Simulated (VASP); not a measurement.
# Ni (Fm-3m) in VASP: further runs, part 2 of 2

VASP 6.6.1. Earlier steps stand in the parts before.

**3. Relaxation of cell and atoms, PBE, collinear spin, ferromagnetic start**

This run uses another cell than the first one, of 10.94 Å³/atom, 1.004 times its volume.

INCAR reads:

```
SYSTEM = Ni
  PREC = Accurate
  ENCUT = 600
  EDIFF = 1E-6
  ISMEAR = -1
  SIGMA = 0.1
  LREAL = .FALSE.
  LASPH = .TRUE.
  NELM = 150
  ALGO = Normal
  ISIF = 3
  LWAVE = .FALSE.
  LCHARG = .FALSE.
  ISPIN = 2
  MAGMOM = 1.5
  LORBIT = 11
  LMAXMIX = 4
  GGA = PE
  IBRION = 2
  NSW = 80
  EDIFFG = -0.01
```

KPOINTS reads:

```
regular mesh
0
G
  11 11 11
  0 0 0
```

POSCAR reads:

```
Ni
1.0
    0.0000000000      1.7619400000      1.7619400000
    1.7619400000      0.0000000000      1.7619400000
    1.7619400000      1.7619400000      0.0000000000
Ni
1
Direct
    0.0000000000      0.0000000000      0.0000000000
```

Potentials or basis: VASP PAW PBE potentials, release 64 (Ni).

Command:

```
> cat potpaw_PBE.64/Ni/POTCAR > POTCAR
> mpirun -np 1 vasp_std > vasp.out
```

OUTCAR:

```text
SYSTEM = Ni
   PREC = Accurate
   ENCUT = 600
   EDIFF = 1E-6
   ISMEAR = -1
   LREAL = .FALSE.
   LASPH = .TRUE.
   NELM = 150
   ISIF = 3
   ISPIN = 2
   LORBIT = 11
   GGA = PE
   IBRION = 2
   NSW = 80
   EDIFFG = -0.01

 ion  position               nearest neighbor table
   1  0.000  0.000  0.000-

  LATTYP: Found a face centered cubic cell.
 ALAT       =     3.5238800000

  Lattice vectors:

 A1 = (   0.0000000000,   1.7619400000,   1.7619400000)
 A2 = (   1.7619400000,   0.0000000000,   1.7619400000)
 A3 = (   1.7619400000,   1.7619400000,   0.0000000000)

Analysis of symmetry for initial positions (statically):
=====================================================================
 Subroutine PRICEL returns:
 Original cell was already a primitive cell.

 Routine SETGRP: Setting up the symmetry group for a
 face centered cubic supercell.

 Subroutine GETGRP returns: Found 48 space group operations
 (whereof 48 operations were pure point group operations)
 out of a pool of 48 trial point group operations.

The static configuration has the point symmetry O_h .

Analysis of symmetry for dynamics (positions and initial velocities):
=====================================================================
 Subroutine PRICEL returns:
 Original cell was already a primitive cell.

 Routine SETGRP: Setting up the symmetry group for a
 face centered cubic supercell.

 Subroutine GETGRP returns: Found 48 space group operations
 (whereof 48 operations were pure point group operations)
 out of a pool of 48 trial point group operations.

The dynamic configuration has the point symmetry O_h .

Analysis of structural, dynamic, and magnetic symmetry:
=====================================================================
 Subroutine PRICEL returns:
 Original cell was already a primitive cell.

 Routine SETGRP: Setting up the symmetry group for a
 face centered cubic supercell.

 Subroutine GETGRP returns: Found 48 space group operations
 (whereof 48 operations were pure point group operations)
 out of a pool of 48 trial point group operations.

The overall configuration has the point symmetry O_h .

 Subroutine INISYM returns: Found 48 space group operations
 (whereof 48 operations are pure point group operations),
 and found     1 'primitive' translations

----------------------------------------------------------------------------------------

                                     Primitive cell

  volume of cell :      10.9396

  direct lattice vectors                    reciprocal lattice vectors
     0.000000000  1.761940000  1.761940000    -0.283778108  0.283778108  0.283778108
     1.761940000  0.000000000  1.761940000     0.283778108 -0.283778108  0.283778108
     1.761940000  1.761940000  0.000000000     0.283778108  0.283778108 -0.283778108

  length of vectors
     2.491759444  2.491759444  2.491759444     0.491518102  0.491518102  0.491518102

  position of ions in fractional coordinates (direct lattice)
     0.000000000  0.000000000  0.000000000

  ion indices of the primitive-cell ions
   primitive index   ion index
                 1           1

----------------------------------------------------------------------------------------

 KPOINTS: regular mesh

Automatic generation of k-mesh.
 Grid dimensions read from file:
 generate k-points for:   11   11   11

[... 54 lines left out ...]
   PREC   = accura    normal or accurate (medium, high low for compatibility)
   ISTART =      0    job   : 0-new  1-cont  2-samecut
   ICHARG =      2    charge: 1-file 2-atom 10-const
   ISPIN  =      2    spin polarized calculation?
   LNONCOLLINEAR =      F non collinear calculations
   LSORBIT =      F    spin-orbit coupling
   LASPH  =      T    aspherical Exc in radial PAW
   ENCUT  =  600.0 eV  44.10 Ry    6.64 a.u.   4.98  4.98  4.98*2*pi/ulx,y,z
   NELM   =    150;   NELMIN=  2; NELMDL= -5     # of ELM steps
   EDIFF  = 0.1E-05   stopping-criterion for ELM
   LREAL  =      F    real-space projection
   EDIFFG = -.1E-01   stopping-criterion for IOM
   NSW    =     80    number of steps for IOM
   IBRION =      2    ionic relax: 0-MD 1-quasi-New 2-CG
   NFREE  =      1    steps in history (QN), initial steepest desc. (CG)
   ISIF   =      3    stress and relaxation
   ISYM   =      2    0-nonsym 1-usesym 2-fastsym
   POTIM  = 0.5000    time-step for ionic-motion
   TEBEG  =    0.0;   TEEND  =   0.0 temperature during run
   PSTRESS=    0.0 pullay stress
   NELECT =      10.0000    total number of electrons
   NUPDOWN=      -1.0000    fix difference up-down
   EMIN   =  10.00;   EMAX   =-10.00  energy-range for DOS
   EFERMI =   0.00;   METHOD = LEGACY
   ISMEAR =    -1;   SIGMA  =   0.10  broadening in eV -4-tet -1-fermi 0-gaus
   EFERMI_NEDOS =   21; number of points for ismear=-14 and -15
   IALGO  =     38    algorithm
   IMIX   =      4    mixing-type and parameters
     AMIX     =   0.40;   BMIX     =  1.00
     AMIX_MAG =   1.60;   BMIX_MAG =  1.00
  volume/ion in A,a.u.               =      10.94        73.82
  Fermi-wavevector in a.u.,A,eV,Ry     =   1.588816  3.002428 34.345698  2.524338
  Thomas-Fermi vector in A             =   2.687762
   LORBIT       =     11    0 simple, 1 ext, 2 COOP (PROOUT), +10 PAW based schemes
   GGA     = PE    functional components
   LHFCALC =     F    Hartree Fock is set to
   AEXX    =    0.0000 exact exchange contribution
   IVDW    =     0    specifies the selected vdW correction
   LEPSILON=     F    determine dielectric tensor
   LRPA    =     F    only Hartree local field effects (RPA)
 conjugate gradient relaxation of ions
 spin polarized calculation
  energy-cutoff  :      600.00
  volume of cell :       10.94
 maximum number of plane-waves:       375
   NGX =  9   NGY =  9   NGZ =  9

--------------------------------------- Ionic step        1  -------------------------------------------

 number of electron      10.0000010 magnetization       0.5800454

 Free energy of the ion-electron system (eV)
  ---------------------------------------------------
  ext. energy  EPLUGINS =         0.00000000
  ---------------------------------------------------
  free energy    TOTEN  =        -5.49872228 eV

  energy without entropy =       -5.44402917  energy(sigma->0) =       -5.47137572

------------------------ aborting loop because EDIFF is reached ----------------------------------------

  FORCE on cell =-STRESS in cart. coord.  units (eV):
  Direction    XX          YY          ZZ          XY          YZ          ZX
  --------------------------------------------------------------------------------------
  -------------------------------------------------------------------------------------
  Total       -0.0525057     -0.0525057     -0.0525057     -0.0000000      0.0000000      0.0000000
  in kB       -7.6897747     -7.6897747     -7.6897747     -0.0000000      0.0000000      0.0000000
  external PRESSURE =      -7.6897747 kB  Pullay stress =       0.0000000 kB
[... 57 lines left out ...]
--------------------------------------- Ionic step        3  -------------------------------------------

 number of electron      10.0000009 magnetization       0.5798769

 Free energy of the ion-electron system (eV)
  ---------------------------------------------------
  ext. energy  EPLUGINS =         0.00000000
  ---------------------------------------------------
  free energy    TOTEN  =        -5.49887710 eV

  energy without entropy =       -5.44449468  energy(sigma->0) =       -5.47168589

 E-fermi :   9.3498     XC(G=0): -13.2532

 val. band max:        9.3371300562   @ k =   0.3636   0.2727   0.0000
 cond. band min:       9.4035678936   @ k =   0.3636   0.2727   0.0000
 fundamental gap:      0.0664378375
 Fermi energy:         9.3497707308

 spin component 1

 k-point     1 :       0.0000    0.0000    0.0000
  band No.  band energies     occupation
      1       0.3659      1.00000
      2       6.9728      1.00000
      3       6.9728      1.00000
      4       6.9728      1.00000
      5       8.1309      0.99999
      6       8.1309      0.99999
      7      33.0930      0.00000
      8      36.9511      0.00000
      9      36.9511      0.00000
     10      36.9511      0.00000
[... 287 lines left out ...]
 k-point    24 :      -0.1818    0.1818    0.0000
  band No.  band energies     occupation
      1       3.4330      1.00000
      2       6.3817      1.00000
      3       7.0824      1.00000
      4       7.5959      1.00000
      5       7.7074      1.00000
      6       8.8902      0.99001
      7      24.6910      0.00000
      8      25.5109      0.00000
      9      35.4004      0.00000
     10      36.3836      0.00000

 [... further k-points ...]

 spin component 2

 k-point     1 :       0.0000    0.0000    0.0000
  band No.  band energies     occupation
      1       0.3267      1.00000
      2       7.6650      1.00000
      3       7.6650      1.00000
      4       7.6650      1.00000
      5       8.6892      0.99865
      6       8.6892      0.99865
      7      32.9316      0.00000
      8      36.9299      0.00000
      9      36.9300      0.00000
     10      36.9300      0.00000
[... 327 lines left out ...]
  FREE ENERGIE OF THE ION-ELECTRON SYSTEM (eV)
  ---------------------------------------------------
  free  energy   TOTEN  =        -5.4988771013 eV

  energy  without entropy=       -5.4444946818  energy(sigma->0) =       -5.47168589

 reached required accuracy - stopping structural energy minimisation

 total charge

# of ion       s       p       d       tot
------------------------------------------
    1        0.497   0.497   8.315   9.309

 magnetization (x)

# of ion       s       p       d       tot
------------------------------------------
    1       -0.007  -0.025   0.625   0.592
```

OSZICAR:

```text
N       E                     dE             d eps       ncg     rms          rms(c)
DAV:   1     0.298741247583E+02    0.29874E+02   -0.52925E+03  2280   0.144E+03
DAV:   2    -0.562343364942E+01   -0.35498E+02   -0.33709E+02  2272   0.181E+02
[... 20 lines left out ...]
DAV:   1    -0.549999280925E+01   -0.11651E-02   -0.16573E-02  2406   0.207E+00    0.281E-01
DAV:   2    -0.549926079913E+01    0.73201E-03   -0.16565E-02  2462   0.181E+00    0.153E-01
DAV:   3    -0.549890119265E+01    0.35961E-03   -0.25789E-03  2412   0.757E-01    0.441E-02
DAV:   4    -0.549887923099E+01    0.21962E-04   -0.16136E-05  2500   0.330E-02    0.250E-02
DAV:   5    -0.549887663530E+01    0.25957E-05   -0.61981E-06  2312   0.181E-02    0.473E-03
DAV:   6    -0.549887710126E+01   -0.46597E-06   -0.14171E-07  1178   0.406E-03
   3 F= -.54988771E+01 E0= -.54716859E+01  d E =-.154818E-03  mag=     0.5797
```

CONTCAR:

```text
Ni
   1.00000000000000
    -0.0000000000000000    1.7589220147724531    1.7589220147724531
     1.7589220147724531    0.0000000000000000    1.7589220147724531
     1.7589220147724531    1.7589220147724531    0.0000000000000000
  Ni
     1
Direct
     0.0000000000000000    0.0000000000000000    0.0000000000000000

  0.00000000E+00  0.00000000E+00  0.00000000E+00
```

Wall time 24 s (1 thread of Intel Xeon Platinum 8259CL at 2.50GHz (Skylake/Cascade Lake), shared host); peak memory 0.14 GiB.

What came out:

- Free energy: -5.4989 eV
- Relaxed volume: 10.88 Å³/atom
- Relaxed cell: a = 2.487 Å, b = 2.487 Å, c = 2.487 Å, α = 60.00°, β = 60.00°, γ = 60.00°
- Space group after relaxing (to 0.05 Å): Fm-3m (No. 225)
- Energy gained by relaxing: 0.2 meV/atom
- Ionic steps: 3
- Pressure after relaxing: 0.1 GPa
- Net moment: 0.58 μB per cell
- Site moments: Ni +0.59 μB
- Valence electrons inside the program's atomic spheres: Ni 9.31

The path:
| step | energy change (eV) | largest force (eV/Å) | pressure (GPa) | volume (Å³) |
| --- | --- | --- | --- | --- |
| 1 | 0.0000 | 0.0000 | -0.77 | 10.94 |
| 2 | -0.0001 | 0.0000 | 0.61 | 10.86 |
| 3 | -0.0002 | 0.0000 | 0.06 | 10.88 |

Final structure:
```cif
data_structure
_symmetry_space_group_name_H-M 'P 1'
_symmetry_Int_Tables_number 1
_cell_length_a 2.4875
_cell_length_b 2.4875
_cell_length_c 2.4875
_cell_angle_alpha 60.000
_cell_angle_beta 60.000
_cell_angle_gamma 60.000
_cell_volume 10.88
loop_
_atom_site_label
_atom_site_type_symbol
_atom_site_fract_x
_atom_site_fract_y
_atom_site_fract_z
_atom_site_occupancy
Ni1 Ni 0.00000 0.00000 0.00000 1
```

Levels at points of the mesh, in eV from the Fermi level:
Spin up:
| k point | band 1 | band 2 | band 3 | band 4 | band 5 | band 6 | band 7 | band 8 | band 9 | band 10 |
| --- | --- | --- | --- | --- | --- | --- | --- | --- | --- | --- |
| (0.00, 0.00, 0.00) | -8.98 | -2.38 | -2.38 | -2.38 | -1.22 | -1.22 | 23.74 | 27.60 | 27.60 | 27.60 |
Spin down:
| k point | band 3 | band 4 | band 5 | band 6 | band 7 | band 8 |
| --- | --- | --- | --- | --- | --- | --- |
| (0.00, 0.00, 0.00) | -1.68 | -1.68 | -0.66 | -0.66 | 23.58 | 27.58 |
